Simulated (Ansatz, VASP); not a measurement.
## PtSe2: VASP beside Ansatz

Contents of INCAR:

```
  ALGO = Normal
  EDIFF = 1E-6
  ENCUT = 500
  GGA = PS
  GGA_COMPAT = False
  ISIF = 2
  ISMEAR = -1
  LASPH = True
  LCHARG = False
  LREAL = False
  LWAVE = False
  NBANDS = 18
  NELM = 120
  PREC = Accurate
  SIGMA = 0.02
```

Contents of KPOINTS:

```
k-points
0
Gamma
  4 4 4
```

The input POSCAR:

```
PtSe2
1.0
    3.7286503637      0.0000000000      0.0000000000
   -1.8643251819      3.2291059368      0.0000000000
    0.0000000000      0.0000000000      5.2771566385
Pt Se
1 2
Direct
    0.0000000000      0.0000000000      0.0000000000
    0.3333333333      0.6666666667      0.2462188963
    0.6666666667      0.3333333333      0.7537811037
```

Input for Ansatz:

```yaml
crystal:
  lattice:
    - [3.7286503637, 0.0, 0.0]
    - [-1.8643251819, 3.2291059368, 0.0]
    - [0.0, 0.0, 5.2771566385]
  atoms:
    - { symbol: Pt, position: [0.0, 0.0, 0.0] }
    - { symbol: Se, position: [0.3333333333, 0.6666666667, 0.2462188963] }
    - { symbol: Se, position: [0.6666666667, 0.3333333333, 0.7537811037] }
kpoints:
  mp_grid: { grid: [4, 4, 4] }
hamiltonian:
  xc: pbesol
scf:
  occupations: { method: fermi_dirac, width: 0.02 }
  n_extra_bands: 4
output:
  forces: true
  stress: true
  eigenvalues: true
```

Alike in both runs: task single point; functional PBEsol; k mesh 4 × 4 × 4; occupations fermi-dirac, width 0.02 eV; no spin polarisation.

```csv
,VASP,Ansatz
version,VASP 6.6.1,Ansatz 0.2.0
potentials or method,"VASP PAW PBE potentials, release 64 (Pt, Se)",plane waves
plane-wave cutoff (eV),500,420
valence electrons in the cell,22,50
```

|  | VASP | Ansatz | Ansatz less VASP |
| --- | --- | --- | --- |
| pressure (GPa) | -1.2 | -1.2 | -0.06 |
| traceless stress, the component that is largest in VASP (GPa) | -1.05 | -1.03 | +0.022 |
| rms of the force components (eV/Å) | 0.016 | 0.022 | +0.0055 |

VASP's potentials were made for PBE, not for PBEsol. Atom by atom the forces differ by 0.006 eV/Å (rms over components). With one functional, cell and mesh, what is left measures potentials, basis and numerics. VASP's potentials hold 22 valence electrons a cell and Ansatz's 50, so a difference there can come from the potentials and not from the codes.

The k mesh is coarse, so the values compare programs but aren't converged. Spin-orbit coupling is off throughout.
